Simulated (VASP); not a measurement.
# GaN (F-43m) in VASP: a series of runs, part 2 of 2

VASP 6.6.1.

## Step 4: Vibrations by perturbation theory, PBEsol

This run uses another cell than the first one, of 10.24 Å³/atom, 0.895 times its volume.

INCAR

```
SYSTEM = GaN
PREC = Accurate
ENCUT = 520
EDIFF = 1E-8
ISMEAR = 0
SIGMA = 0.01
LREAL = .FALSE.
LASPH = .TRUE.
NELM = 80
ALGO = Normal
ISIF = 2
LWAVE = .FALSE.
LCHARG = .TRUE.
GGA = PS
IBRION = 8
NSW = 1
LEPSILON = .TRUE.
```

KPOINTS

```
Automatic mesh
0
G
  12 12 12
  0 0 0
```

POSCAR

```
GaN
1.0
    0.0000000000      2.1713573498      2.1713573498
    2.1713573498      0.0000000000      2.1713573498
    2.1713573498      2.1713573498      0.0000000000
Ga N
1 1
Direct
    0.0000000000      0.0000000000      0.0000000000
    0.7500000000      0.7500000000      0.7500000000
```

Potentials or basis: VASP PAW PBE potentials, release 64 (Ga_d, N).

Command:

```console
$ cat potpaw_PBE.64/Ga_d/POTCAR potpaw_PBE.64/N/POTCAR > POTCAR
$ mpirun -np 1 vasp_std > vasp.out
```

OUTCAR:

```text
SYSTEM = GaN
   PREC = Accurate
   ENCUT = 520
   EDIFF = 1E-8
   ISMEAR = 0
   LREAL = .FALSE.
   LASPH = .TRUE.
   NELM = 80
   ISIF = 2
   GGA = PS
   IBRION = 8
   NSW = 1
   LEPSILON = .TRUE.

 ion  position               nearest neighbor table
   1  0.000  0.000  0.000-   2 1.88   2 1.88   2 1.88   2 1.88
   2  0.750  0.750  0.750-   1 1.88   1 1.88   1 1.88   1 1.88

  LATTYP: Found a face centered cubic cell.
[... 713 lines left out ...]
      3.257036  3.257036  3.257036     0.000000   -0.912719    0.000000
[... 21 lines left out ...]
   6 f/i=    0.007081 THz     0.044492 2PiTHz    0.236200 cm-1     0.029285 meV
             X         Y         Z           dx          dy          dz
      0.000000  0.000000  0.000000     0.000000    0.000000    0.912719
      3.257036  3.257036  3.257036     0.000000    0.000000    0.408589

--------------------------------------------------------------------------------------------------------

 MACROSCOPIC STATIC DIELECTRIC TENSOR IONIC CONTRIBUTION
 ------------------------------------------------------
           3.594235    -0.000000    -0.000000
          -0.000000     3.594235     0.000000
          -0.000000     0.000000     3.594235
 ------------------------------------------------------

 ELASTIC MODULI CONTR FROM IONIC RELAXATION (kBar)
 Direction    XX          YY          ZZ          XY          YZ          ZX
 --------------------------------------------------------------------------------
 XX          -0.0000     -0.0000     -0.0000      0.0000      0.0000      0.0000
 YY          -0.0000     -0.0000     -0.0000      0.0000      0.0000      0.0000
 ZZ          -0.0000     -0.0000     -0.0000      0.0000      0.0000      0.0000
 XY           0.0000      0.0000      0.0000   -977.3465      0.0000      0.0000
 YZ           0.0000      0.0000      0.0000      0.0000   -977.3465      0.0000
 ZX           0.0000      0.0000      0.0000      0.0000      0.0000   -977.3465
 --------------------------------------------------------------------------------

 PIEZOELECTRIC TENSOR IONIC CONTR  for field in x, y, z        (C/m^2)
          XX          YY          ZZ          XY          YZ          ZX
  --------------------------------------------------------------------------------
  x     0.00000     0.00000     0.00000     0.00000    -1.76360     0.00000
  y     0.00000     0.00000     0.00000     0.00000     0.00000    -1.76360
  z     0.00000     0.00000     0.00000    -1.76360     0.00000    -0.00000
```

OSZICAR:

```text
N       E                     dE             d eps       ncg     rms          rms(c)
DAV:   1     0.833635397081E+02    0.83364E+02   -0.10045E+04  2061   0.256E+03
DAV:   2    -0.888719261001E+01   -0.92251E+02   -0.86974E+02  2127   0.349E+02
DAV:   3    -0.148961687969E+02   -0.60090E+01   -0.59802E+01  2062   0.846E+01
DAV:   4    -0.149871616675E+02   -0.90993E-01   -0.90932E-01  2287   0.109E+01
[... 183 lines left out ...]
RMM:   7    -0.234543936300E+00    0.16150E-04   -0.10224E-07 14510   0.334E-03    0.788E-05
RMM:   8    -0.234545006253E+00   -0.10700E-05   -0.17662E-08 14030   0.813E-04    0.495E-05
RMM:   9    -0.234544194574E+00    0.81168E-06   -0.74724E-09 14220   0.280E-04    0.818E-06
RMM:  10    -0.234544365944E+00   -0.17137E-06   -0.66912E-09 14285   0.114E-04    0.188E-06
RMM:  11    -0.234544367477E+00   -0.15321E-08   -0.58420E-09 14473   0.581E-05    0.694E-07
 Linear response finished
```

Run time: 5.7 min. Hardware: 1 thread of Intel Xeon 6975P-C, shared host; peak memory 0.31 GiB.

Results:

| Item | Value |
| --- | --- |
| Electronic dielectric tensor (diagonal) | 5.42 |
| Born charges (mean of the diagonal) | Ga +2.60; N -2.60 e |
| Highest phonon frequency at Γ, LO-TO splitting left out | 622 cm⁻¹ |

Phonon frequencies in cm⁻¹ (negative: imaginary):
```tsv
q point	frequencies
(0.000, 0.000, 0.000)	0 0 0 622 622 622
```

Electronic dielectric tensor:
```
5.42 0.00 0.00
0.00 5.42 0.00
0.00 0.00 5.42
```

Born effective charge tensors (e):
atom 1, Ga
```
2.60 0.00 0.00
0.00 2.60 0.00
0.00 0.00 2.60
```
atom 2, N
```
-2.60  0.00  0.00
 0.00 -2.60  0.00
 0.00  0.00 -2.60
```

Caveat: the cell wasn't relaxed at this level first, which shifts response properties; the PAW data sets were made with another functional, which shifts forces and pressure a little.

## Step 5: Vibrations by perturbation theory, PBEsol

This run uses another cell than the first one, of 10.35 Å³/atom, 0.905 times its volume.

INCAR

```
SYSTEM = GaN
PREC = Accurate
ENCUT = 520
EDIFF = 1E-8
ISMEAR = 0
SIGMA = 0.01
LREAL = .False.
LASPH = .True.
NELM = 80
ALGO = Normal
ISIF = 2
LWAVE = .False.
LCHARG = .False.
GGA = PS
IBRION = 8
NSW = 1
LEPSILON = .True.
```

KPOINTS

```
Automatic mesh
0
Gamma
  10 10 10
  0 0 0
```

POSCAR

```
GaN
1.0
    0.0000000000      2.1789661073      2.1789661073
    2.1789661073      0.0000000000      2.1789661073
    2.1789661073      2.1789661073      0.0000000000
Ga N
1 1
Direct
    0.0000000000      0.0000000000      0.0000000000
    0.7500000000      0.7500000000      0.7500000000
```

Potentials or basis: VASP PAW PBE potentials, release 64 (Ga_d, N).

Command:

```console
$ cat potpaw_PBE.64/Ga_d/POTCAR potpaw_PBE.64/N/POTCAR > POTCAR
$ mpirun -np 1 vasp_std > vasp.out
```

OUTCAR:

```text
SYSTEM = GaN
   PREC = Accurate
   ENCUT = 520
   EDIFF = 1E-8
   ISMEAR = 0
   LREAL = .False.
   LASPH = .True.
   NELM = 80
   ISIF = 2
   GGA = PS
   IBRION = 8
   NSW = 1
   LEPSILON = .True.

 ion  position               nearest neighbor table
   1  0.000  0.000  0.000-   2 1.89   2 1.89   2 1.89   2 1.89
   2  0.750  0.750  0.750-   1 1.89   1 1.89   1 1.89   1 1.89

  LATTYP: Found a face centered cubic cell.
 ALAT       =     4.3579322146

  Lattice vectors:

 A1 = (   0.0000000000,   2.1789661073,   2.1789661073)
 A2 = (   2.1789661073,   0.0000000000,   2.1789661073)
 A3 = (   2.1789661073,   2.1789661073,   0.0000000000)

Analysis of symmetry for initial positions (statically):
=====================================================================
 Subroutine PRICEL returns:
 Original cell was already a primitive cell.

 Routine SETGRP: Setting up the symmetry group for a
 face centered cubic supercell.

 Subroutine GETGRP returns: Found 24 space group operations
 (whereof 24 operations were pure point group operations)
 out of a pool of 48 trial point group operations.

The static configuration has the point symmetry T_d .

Analysis of symmetry for dynamics (positions and initial velocities):
=====================================================================
 Subroutine PRICEL returns:
 Original cell was already a primitive cell.

 Routine SETGRP: Setting up the symmetry group for a
 face centered cubic supercell.

 Subroutine GETGRP returns: Found 24 space group operations
 (whereof 24 operations were pure point group operations)
 out of a pool of 48 trial point group operations.

The dynamic configuration has the point symmetry T_d .

 Subroutine INISYM returns: Found 24 space group operations
 (whereof 24 operations are pure point group operations),
 and found     1 'primitive' translations

----------------------------------------------------------------------------------------

                                     Primitive cell

  volume of cell :      20.6910

  direct lattice vectors                    reciprocal lattice vectors
     0.000000000  2.178966107  2.178966107    -0.229466626  0.229466626  0.229466626
     2.178966107  0.000000000  2.178966107     0.229466626 -0.229466626  0.229466626
     2.178966107  2.178966107  0.000000000     0.229466626  0.229466626 -0.229466626

  length of vectors
     3.081523421  3.081523421  3.081523421     0.397447854  0.397447854  0.397447854

  position of ions in fractional coordinates (direct lattice)
     0.000000000  0.000000000  0.000000000
     0.750000000  0.750000000  0.750000000

[... 572 lines left out ...]
 -----------------------------------------------------------------------------
    -0.00119  0.99808  0.00000
     0.99808 -0.00119  0.00000
     0.00000  0.00000  0.00159

--------------------------------------- Ionic step        4  -------------------------------------------

------------------------ aborting loop because EDIFF is reached ----------------------------------------

[... ionic steps 5 to 6 ...]

--------------------------------------- Ionic step        7  -------------------------------------------

 Free energy of the ion-electron system (eV)
  ---------------------------------------------------
  ---------------------------------------------------
  free energy    TOTEN  =        -0.23426111 eV

  energy without entropy =       -0.23426111

------------------------ aborting loop because EDIFF is reached ----------------------------------------

 INTERNAL STRAIN TENSOR  FOR ION    2  DIRECTION 1   (eV/Angst):
 -----------------------------------------------------------------------------
     0.00289  0.00000  0.00000
     0.00000 -0.00402 13.98625
     0.00000 13.98625 -0.00402

 MACROSCOPIC STATIC DIELECTRIC TENSOR (including local field effects in DFT)
 ------------------------------------------------------
           5.487848     0.000000     0.000000
          -0.000000     5.487848    -0.000000
           0.000000     0.000000     5.487848
 ------------------------------------------------------

 PIEZOELECTRIC TENSOR (including local field effects)  for field in x, y, z        (e  Angst)
          XX          YY          ZZ          XY          YZ          ZX
  --------------------------------------------------------------------------------
  x     0.00000    -0.00000    -0.00000     0.00000     1.29175     0.00000
  y     0.00000     0.00000     0.00000     0.00000     0.00000     1.29175
  z     0.00000     0.00000     0.00000     1.29175     0.00000     0.00000

 PIEZOELECTRIC TENSOR (including local field effects)  for field in x, y, z        (C/m^2)
          XX          YY          ZZ          XY          YZ          ZX
  --------------------------------------------------------------------------------
  x     0.00000    -0.00000    -0.00000     0.00000     1.00025     0.00000
  y     0.00000     0.00000     0.00000     0.00000     0.00000     1.00025
  z     0.00000     0.00000     0.00000     1.00025     0.00000     0.00000

 BORN EFFECTIVE CHARGES (including local field effects) (in |e|, cummulative output)
 ---------------------------------------------------------------------------------
 ion    1
    1     2.60183     0.00000     0.00000
    2    -0.00000     2.60183     0.00000
    3    -0.00000    -0.00000     2.60183
 ion    2
    1    -2.60183     0.00000    -0.00000
    2     0.00000    -2.60183    -0.00000
    3     0.00000     0.00000    -2.60183

 INTERNAL STRAIN TENSOR FOR ION    2 for displacements in x,y,z  (eV/Angst):
          X           Y           Z          XY          YZ          ZX
  --------------------------------------------------------------------------------
  x     0.00000    -0.00000    -0.00000     0.00000    13.98625     0.00000
  y     0.00000     0.00000     0.00000     0.00000     0.00000    13.98625
  z    -0.00000    -0.00000     0.00000    13.98625     0.00000     0.00000

 SECOND DERIVATIVES (NOT SYMMETRIZED)
 ------------------------------------
               1X          1Y          1Z          2X          2Y          2Z
  1X   -16.072906    0.000000    0.000000   16.072906    0.000000    0.000000
  1Y     0.000000  -16.072906    0.000000    0.000000   16.072906    0.000000
  1Z     0.000000    0.000000  -16.072906    0.000000    0.000000   16.072906
  2X    16.088206    0.000000    0.000000  -16.088206    0.000000    0.000000
  2Y     0.000000   16.088206    0.000000    0.000000  -16.088206    0.000000
  2Z     0.000000    0.000000   16.088206    0.000000    0.000000  -16.088206

 Eigenvectors and eigenvalues of the dynamical matrix
 ----------------------------------------------------

   1 f  =   18.362315 THz   115.373825 2PiTHz  612.500886 cm-1    75.940397 meV
             X         Y         Z           dx          dy          dz
      0.000000  0.000000  0.000000     0.000000    0.408773    0.000000
      3.268449  3.268449  3.268449     0.000000   -0.912636    0.000000
[... 21 lines left out ...]
   6 f/i=    0.003259 THz     0.020476 2PiTHz    0.108702 cm-1     0.013477 meV
             X         Y         Z           dx          dy          dz
      0.000000  0.000000  0.000000     0.000000    0.000000    0.912636
      3.268449  3.268449  3.268449     0.000000    0.000000    0.408773

--------------------------------------------------------------------------------------------------------

 MACROSCOPIC STATIC DIELECTRIC TENSOR IONIC CONTRIBUTION
 ------------------------------------------------------
           3.681636    -0.000000    -0.000000
          -0.000000     3.681636    -0.000000
          -0.000000    -0.000000     3.681636
 ------------------------------------------------------

 ELASTIC MODULI CONTR FROM IONIC RELAXATION (kBar)
 Direction    XX          YY          ZZ          XY          YZ          ZX
 --------------------------------------------------------------------------------
 XX          -0.0000     -0.0000     -0.0000      0.0000      0.0000     -0.0000
 YY          -0.0000     -0.0000     -0.0000      0.0000      0.0000      0.0000
 ZZ          -0.0000     -0.0000     -0.0000      0.0000      0.0000     -0.0000
 XY           0.0000      0.0000      0.0000   -896.9540      0.0000      0.0000
 YZ           0.0000      0.0000      0.0000      0.0000   -896.9540      0.0000
 ZX          -0.0000      0.0000     -0.0000      0.0000      0.0000   -896.9540
 --------------------------------------------------------------------------------

 PIEZOELECTRIC TENSOR IONIC CONTR  for field in x, y, z        (C/m^2)
          XX          YY          ZZ          XY          YZ          ZX
  --------------------------------------------------------------------------------
  x     0.00000     0.00000     0.00000    -0.00000    -1.70993     0.00000
  y    -0.00000     0.00000    -0.00000    -0.00000     0.00000    -1.70993
  z     0.00000     0.00000     0.00000    -1.70993     0.00000     0.00000
```

Run time: 2.1 min. Hardware: 1 thread of Intel Xeon 6975P-C (Granite Rapids), shared host; peak memory 0.24 GiB.

Results:

```yaml
Electronic_dielectric_tensor_diagonal: 5.49
Born_charges_mean_of_the_diagonal: Ga +2.60; N -2.60 e
Highest_phonon_frequency_at_Γ_LO-TO_splitting_left_out: 613 cm⁻¹
```

Phonon frequencies in cm⁻¹ (negative: imaginary):
```csv
q point,frequencies
"(0.000, 0.000, 0.000)",0 0 0 613 613 613
```

Electronic dielectric tensor:
```
5.49 0.00 0.00
0.00 5.49 0.00
0.00 0.00 5.49
```

Born effective charge tensors (e):
atom 1, Ga
```
2.60 0.00 0.00
0.00 2.60 0.00
0.00 0.00 2.60
```
atom 2, N
```
-2.60  0.00  0.00
 0.00 -2.60  0.00
 0.00  0.00 -2.60
```

Caveat: the cell wasn't relaxed at this level first, which shifts response properties; the PAW data sets were made with another functional, which shifts forces and pressure a little.
